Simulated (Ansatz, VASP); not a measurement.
# Two plane-wave programs on SiB5C

```
Si B C
1.0
     0.00000    3.91649    3.91649
     3.91649    0.00000    3.91649
     3.91649    3.91649    0.00000
Si B C
1 5 1
Direct
  0.00000 0.00000 0.00000
  0.14066 0.14066 0.14066
  0.14066 0.14066 0.57802
  0.14066 0.57802 0.14066
  0.57802 0.14066 0.14066
  0.75000 0.75000 0.75000
  0.25000 0.25000 0.25000
```

Alike in both runs: functional PBE; k mesh 4 × 4 × 4; occupations gaussian, width 0.2 eV; no spin polarisation.

Ansatz relaxed the structure, and its values are those at the end. VASP's run is a single point on that final structure, the one shown.

```csv
,VASP,Ansatz
version,VASP 6.6.1,Ansatz 0.2.0
potentials or method,"VASP PAW PBE potentials, release 64 (Si, B, C), cutoff 600 eV","scalar-relativistic, plane waves, PAW"
valence electrons in the cell,23,23
```

```tsv
	VASP	Ansatz	Ansatz less VASP
gap on the k mesh at the Fermi level (eV)	none	none	-
pressure (GPa)	0.1	0.1	+0.09
rms of the force components (eV/Å)	0.013	0.000	-0.0129
```

A gap of «none» marks a metal or a gap that the smearing closes.
